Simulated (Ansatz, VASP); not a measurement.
# One calculation of WC, two programs

```
W C
1.0
     0.00000    2.17286    2.17286
     2.17286    0.00000    2.17286
     2.17286    2.17286    0.00000
W C
1 1
Direct
  0.00000 0.00000 0.00000
  0.50000 0.50000 0.50000
```

Alike in both runs: functional PBEsol; k mesh 15 × 15 × 15; occupations fermi-dirac, width 0.1 eV; no spin polarisation.

Ansatz relaxed the structure, and its values are those at the end. VASP's run is a single point on that final structure, the one shown.

```csv
,VASP,Ansatz
version,VASP 6.6.1,Ansatz 0.2.0
potentials or method,"VASP PAW PBE potentials, release 64 (W_sv, C_h)","PAW with Ansatz's default frozen-core files, scalar-relativistic"
plane-wave cutoff (eV),1300,420
valence electrons in the cell,18,18
```

|  | VASP | Ansatz | Ansatz less VASP |
| --- | --- | --- | --- |
| pressure (GPa) | 1.0 | 0.0 | -1.02 |

VASP's potentials were made for PBE, not for PBEsol.

Spin-orbit coupling is off throughout.
